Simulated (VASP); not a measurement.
# Mo (Im-3m) in VASP: further runs

Runs on Mo. Level: r2SCAN. Tasks: relaxation of cell and atoms.

All numbers are computed with VASP 6.6.1; they aren't measurements. Logs are shortened: lines on timing, memory, paths and dates and some standing lists are left out, and cuts for length are marked.

**1. The cell of the first run**

The structure is cubic, space group Im-3m (No. 229). Conventional cell: a = 3.130 Å, b = 3.130 Å, c = 3.130 Å, α = 90.00°, β = 90.00°, γ = 90.00°. Within 3.6 Å of Mo (site symmetry m-3m) lie 14 Mo at 2.71 to 3.13 Å.

**2. Relaxation of cell and atoms, r2SCAN, target pressure 2 GPa, at which the enthalpy is minimised**

The input, POSCAR:

```
Mo
1.0
   -1.5651585524      1.5651585524      1.5651585524
    1.5651585524     -1.5651585524      1.5651585524
    1.5651585524      1.5651585524     -1.5651585524
Mo
1
Direct
    0.0000000000      0.0000000000      0.0000000000
```

The input, INCAR.step1:

```
  PREC = Accurate
  ENCUT = 600
  ISMEAR = 0
  SIGMA = 0.1
  LREAL = False
  LASPH = True
  NELM = 100
  GGA = PE
  ALGO = Normal
  EDIFF = 1E-4
  LWAVE = True
  LCHARG = False
```

The input, INCAR.step2:

```
  PREC = Accurate
  ENCUT = 600
  EDIFF = 1E-6
  ISMEAR = 0
  SIGMA = 0.1
  LREAL = False
  LASPH = True
  NELM = 100
  ALGO = Normal
  ISIF = 3
  LWAVE = False
  LCHARG = False
  METAGGA = R2SCAN
  LMIXTAU = True
  IBRION = 2
  NSW = 70
  EDIFFG = -0.008
  PSTRESS = 20.0
  ISTART = 1
```

The input, KPOINTS:

```
Automatic mesh
0
Gamma
  18 18 18
```

Potentials or basis: VASP PAW PBE potentials, release 64 (Mo_sv).

Command:

```console
$ cat potpaw_PBE.64/Mo_sv/POTCAR > POTCAR
$ cp INCAR.step1 INCAR
$ mpirun -np 1 vasp_std > vasp.out
$ cp INCAR.step2 INCAR
$ mpirun -np 1 vasp_std > vasp.out
```

OUTCAR:

```text
PREC = Accurate
   ENCUT = 600
   EDIFF = 1E-6
   ISMEAR = 0
   LREAL = False
   LASPH = True
   NELM = 100
   ISIF = 3
   METAGGA = R2SCAN
   IBRION = 2
   NSW = 70
   EDIFFG = -0.008
   PSTRESS = 20.0
   ISTART = 1

 ion  position               nearest neighbor table
   1  0.000  0.000  0.000-

  LATTYP: Found a body centered cubic cell.
 ALAT       =     3.1303171048

  Lattice vectors:

 A1 = (  -1.5651585524,   1.5651585524,   1.5651585524)
 A2 = (   1.5651585524,  -1.5651585524,   1.5651585524)
 A3 = (   1.5651585524,   1.5651585524,  -1.5651585524)

Analysis of symmetry for initial positions (statically):
=====================================================================
 Subroutine PRICEL returns:
 Original cell was already a primitive cell.

 Routine SETGRP: Setting up the symmetry group for a
 body centered cubic supercell.

 Subroutine GETGRP returns: Found 48 space group operations
 (whereof 48 operations were pure point group operations)
 out of a pool of 48 trial point group operations.

The static configuration has the point symmetry O_h .

Analysis of symmetry for dynamics (positions and initial velocities):
=====================================================================
 Subroutine PRICEL returns:
 Original cell was already a primitive cell.

 Routine SETGRP: Setting up the symmetry group for a
 body centered cubic supercell.

 Subroutine GETGRP returns: Found 48 space group operations
 (whereof 48 operations were pure point group operations)
 out of a pool of 48 trial point group operations.

The dynamic configuration has the point symmetry O_h .

 Subroutine INISYM returns: Found 48 space group operations
 (whereof 48 operations are pure point group operations),
 and found     1 'primitive' translations

----------------------------------------------------------------------------------------

                                     Primitive cell

  volume of cell :      15.3368

  direct lattice vectors                    reciprocal lattice vectors
    -1.565158552  1.565158552  1.565158552     0.000000000  0.319456453  0.319456453
     1.565158552 -1.565158552  1.565158552     0.319456453  0.000000000  0.319456453
     1.565158552  1.565158552 -1.565158552     0.319456453  0.319456453  0.000000000

  length of vectors
     2.710934135  2.710934135  2.710934135     0.451779649  0.451779649  0.451779649

  position of ions in fractional coordinates (direct lattice)
     0.000000000  0.000000000  0.000000000

  ion indices of the primitive-cell ions
   primitive index   ion index
                 1           1

----------------------------------------------------------------------------------------

 KPOINTS: Automatic mesh

Automatic generation of k-mesh.
 Grid dimensions read from file:
 generate k-points for:   18   18   18

 Generating k-lattice:

  Cartesian coordinates                     Fractional coordinates (reciprocal lattice)
     0.000000000  0.017747581  0.017747581     0.055555556  0.000000000  0.000000000
     0.017747581  0.000000000  0.017747581     0.000000000  0.055555556  0.000000000
     0.017747581  0.017747581  0.000000000     0.000000000  0.000000000  0.055555556

  Length of vectors
     0.025098869  0.025098869  0.025098869

  Shift w.r.t. Gamma in fractional coordinates (k-lattice)
     0.000000000  0.000000000  0.000000000

 Subroutine IBZKPT returns following result:
 ===========================================

 Found    195 irreducible k-points:

 Following reciprocal coordinates:
            Coordinates               Weight
  0.000000  0.000000  0.000000      1.000000
  0.055556  0.000000  0.000000     12.000000
  0.111111  0.000000  0.000000     12.000000
  0.166667  0.000000  0.000000     12.000000
  0.222222  0.000000  0.000000     12.000000
  0.277778  0.000000  0.000000     12.000000
[... 16 lines left out ...]
  0.333333  0.111111  0.000000     48.000000
  0.388889  0.111111  0.000000     48.000000
 [... further k-points ...]
   k-points           NKPTS =    195   k-points in BZ     NKDIM =    195   number of bands    NBANDS=     11
   number of dos      NEDOS =    301   number of ions     NIONS =      1
   total plane-waves  NPLWV =  13824
   dimension x,y,z NGX =    24 NGY =   24 NGZ =   24
   dimension x,y,z NGXF=    48 NGYF=   48 NGZF=   48
   ions per type =               1
   NGX,Y,Z   is equivalent  to a cutoff of  14.72, 14.72, 14.72 a.u.
   NGXF,Y,Z  is equivalent  to a cutoff of  29.44, 29.44, 29.44 a.u.
 SYSTEM =  unknown system
   PREC   = accura    normal or accurate (medium, high low for compatibility)
   ISTART =      1    job   : 0-new  1-cont  2-samecut
   ICHARG =      0    charge: 1-file 2-atom 10-const
   ISPIN  =      1    spin polarized calculation?
   LNONCOLLINEAR =      F non collinear calculations
   LSORBIT =      F    spin-orbit coupling
   LASPH  =      T    aspherical Exc in radial PAW
   ENCUT  =  600.0 eV  44.10 Ry    6.64 a.u.   5.41  5.41  5.41*2*pi/ulx,y,z
   NELM   =    100;   NELMIN=  2; NELMDL=  0     # of ELM steps
   EDIFF  = 0.1E-05   stopping-criterion for ELM
   LREAL  =      F    real-space projection
   EDIFFG = -.8E-02   stopping-criterion for IOM
   NSW    =     70    number of steps for IOM
   IBRION =      2    ionic relax: 0-MD 1-quasi-New 2-CG
   NFREE  =      1    steps in history (QN), initial steepest desc. (CG)
   ISIF   =      3    stress and relaxation
   ISYM   =      2    0-nonsym 1-usesym 2-fastsym
   POTIM  = 0.5000    time-step for ionic-motion
   TEBEG  =    0.0;   TEEND  =   0.0 temperature during run
   PSTRESS=   20.0 pullay stress
   NELECT =      14.0000    total number of electrons
   NUPDOWN=      -1.0000    fix difference up-down
   EMIN   =  10.00;   EMAX   =-10.00  energy-range for DOS
   EFERMI =   0.00;   METHOD = LEGACY
   ISMEAR =     0;   SIGMA  =   0.10  broadening in eV -4-tet -1-fermi 0-gaus
   EFERMI_NEDOS =   21; number of points for ismear=-14 and -15
   IALGO  =     38    algorithm
   IMIX   =      4    mixing-type and parameters
     AMIX     =   0.40;   BMIX     =  1.00
     AMIX_MAG =   1.60;   BMIX_MAG =  1.00
  volume/ion in A,a.u.               =      15.34       103.50
  Fermi-wavevector in a.u.,A,eV,Ry     =   1.588080  3.001037 34.313888  2.522000
  Thomas-Fermi vector in A             =   2.687139
   LORBIT       =      0    0 simple, 1 ext, 2 COOP (PROOUT), +10 PAW based schemes
   METAGGA = R2SCAN    functional components
   LHFCALC =     F    Hartree Fock is set to
   AEXX    =    0.0000 exact exchange contribution
   IVDW    =     0    specifies the selected vdW correction
   LEPSILON=     F    determine dielectric tensor
   LRPA    =     F    only Hartree local field effects (RPA)
 conjugate gradient relaxation of ions
 non-spin polarized calculation
 Gauss-broadening in eV      SIGMA  =   0.10
  energy-cutoff  :      600.00
  volume of cell :       15.34
 maximum number of plane-waves:       531
 NGX is ok and might be reduce to    24
   NGX = 11   NGY = 11   NGZ = 11

--------------------------------------- Ionic step        1  -------------------------------------------

 number of electron      14.0000000 magnetization

 Free energy of the ion-electron system (eV)
  ---------------------------------------------------
  ext. energy  EPLUGINS =         0.00000000
  ---------------------------------------------------
  free energy    TOTEN  =       -26.06834371 eV

  energy without entropy =      -26.06572193  energy(sigma->0) =      -26.06703282

------------------------ aborting loop because EDIFF is reached ----------------------------------------

  FORCE on cell =-STRESS in cart. coord.  units (eV):
  Direction    XX          YY          ZZ          XY          YZ          ZX
  --------------------------------------------------------------------------------------
  -------------------------------------------------------------------------------------
  Total        0.6316354      0.6316354      0.6316354      0.0000000     -0.0000000      0.0000000
  in kB       65.9845200     65.9845200     65.9845200      0.0000000     -0.0000000      0.0000000
  external PRESSURE =      45.9845200 kB  Pullay stress =      20.0000000 kB

 VOLUME and BASIS-vectors are now :
 -----------------------------------------------------------------------------
  energy-cutoff  :      600.00
  volume of cell :       15.34
      direct lattice vectors                 reciprocal lattice vectors
    -1.565158552  1.565158552  1.565158552     0.000000000  0.319456453  0.319456453
     1.565158552 -1.565158552  1.565158552     0.319456453  0.000000000  0.319456453
     1.565158552  1.565158552 -1.565158552     0.319456453  0.319456453  0.000000000
[... 44 lines left out ...]
  FREE ENERGIE OF THE ION-ELECTRON SYSTEM (eV)
  ---------------------------------------------------
  free  energy   TOTEN  =       -26.0551083952 eV

  energy  without entropy=      -26.0522755252  energy(sigma->0) =      -26.05369196

  enthalpy is  TOTEN    =       -25.8512012573 eV   P V=        0.2039071379

--------------------------------------- Ionic step        3  -------------------------------------------

 number of electron      14.0000002 magnetization

 Free energy of the ion-electron system (eV)
  ---------------------------------------------------
  ext. energy  EPLUGINS =         0.00000000
  ---------------------------------------------------
  free energy    TOTEN  =       -26.07494641 eV

  energy without entropy =      -26.07214882  energy(sigma->0) =      -26.07354762

 E-fermi :  12.6085     XC(G=0): -14.6553

 val. band max:       12.6011195287   @ k =  -0.3889   0.4444   0.2778
 cond. band min:      12.6394223065   @ k =  -0.1667   0.1667   0.1111
 fundamental gap:      0.0383027778
 Fermi energy:        12.6084739971

 k-point     1 :       0.0000    0.0000    0.0000
  band No.  band energies     occupation
      1     -50.6303      2.00000
      2     -23.0951      2.00000
      3     -23.0951      2.00000
      4     -23.0951      2.00000
      5       4.9229      2.00000
      6      11.1664      2.00000
      7      11.1664      2.00000
      8      11.1664      2.00000
      9      14.5121      0.00000
     10      14.5121      0.00000
     11      28.0941      0.00000

 k-point     2 :       0.0556    0.0000    0.0000
  band No.  band energies     occupation
      1     -50.6216      2.00000
      2     -23.1443      2.00000
      3     -23.1101      2.00000
      4     -23.0954      2.00000
      5       5.0677      2.00000
      6      11.0835      2.00000
      7      11.1522      2.00000
      8      11.3010      2.00000
      9      14.3866      0.00000
     10      14.5129      0.00000
     11      28.2029      0.00000
[... 295 lines left out ...]
 k-point    24 :       0.3889    0.1111    0.0000
  band No.  band energies     occupation
      1     -50.3339      2.00000
      2     -24.5201      2.00000
      3     -23.6186      2.00000
      4     -23.1734      2.00000
      5       7.4150      2.00000
      6       9.1614      2.00000
      7      12.5732      1.38197
      8      14.3434      0.00000
      9      15.5426      0.00000
     10      18.2184      0.00000
     11      24.9586      0.00000

 [... further k-points ...]

------------------------ aborting loop because EDIFF is reached ----------------------------------------

  FORCE on cell =-STRESS in cart. coord.  units (eV):
  Direction    XX          YY          ZZ          XY          YZ          ZX
  --------------------------------------------------------------------------------------
  -------------------------------------------------------------------------------------
  Total        0.1871825      0.1871825      0.1871825     -0.0000000      0.0000000      0.0000000
  in kB       19.2395667     19.2395667     19.2395667     -0.0000000      0.0000000      0.0000000
  external PRESSURE =      -0.7604333 kB  Pullay stress =      20.0000000 kB

 VOLUME and BASIS-vectors are now :
 -----------------------------------------------------------------------------
  energy-cutoff  :      600.00
  volume of cell :       15.59
      direct lattice vectors                 reciprocal lattice vectors
    -1.573645373  1.573645373  1.573645373     0.000000000  0.317733594  0.317733594
     1.573645373 -1.573645373  1.573645373     0.317733594  0.000000000  0.317733594
     1.573645373  1.573645373 -1.573645373     0.317733594  0.317733594  0.000000000

 POSITION                                       TOTAL-FORCE (eV/Angst)
 -----------------------------------------------------------------------------------
      0.00000      0.00000      0.00000        -0.000000      0.000000     -0.000000
 -----------------------------------------------------------------------------------
    total drift:                               -0.000000      0.000000      0.000000

  FREE ENERGIE OF THE ION-ELECTRON SYSTEM (eV)
  ---------------------------------------------------
  free  energy   TOTEN  =       -26.0749464086 eV

  energy  without entropy=      -26.0721488232  energy(sigma->0) =      -26.07354762

  enthalpy is  TOTEN    =       -25.8803655964 eV   P V=        0.1945808122

 reached required accuracy - stopping structural energy minimisation
```

Run time: 12 min. Hardware: 1 thread of AMD EPYC 7R43 (Zen 3), shared host; peak memory 0.15 GiB.

What came out:

* Free energy: -26.0749 eV
* Relaxed volume: 15.59 Å³/atom
* Relaxed cell: a = 2.726 Å, b = 2.726 Å, c = 2.726 Å, α = 109.47°, β = 109.47°, γ = 109.47°
* Space group after relaxing (to 0.1 Å): Im-3m (No. 229)
* Energy change on relaxing (the run minimises the enthalpy): -6.6 meV/atom
* Ionic steps: 3
* Pressure after relaxing: 1.9 GPa
* Band gap on the k mesh: zero (bands 7 and 8 overlap by 5.59 eV)

Step by step:
| step | energy change (eV) | largest force (eV/Å) | pressure (GPa) | volume (Å³) |
| --- | --- | --- | --- | --- |
| 1 | 0.0000 | 0.0000 | 6.60 | 15.34 |
| 2 | 0.0132 | 0.0000 | -9.94 | 16.33 |
| 3 | -0.0066 | 0.0000 | 1.92 | 15.59 |

Final structure:
```
Mo
1.0
    -1.57365    1.57365    1.57365
     1.57365   -1.57365    1.57365
     1.57365    1.57365   -1.57365
Mo
1
Cartesian
  0.0000 0.0000 0.0000
```

Caveat: the cell is relaxed towards a set pressure, so the run minimises the enthalpy, not the energy; the PAW data sets were made with another functional, which shifts forces and pressure a little.

(Continued in part 2 of 2.)

The gap in the log of VASP goes by the Fermi energy; the results here count the filled bands.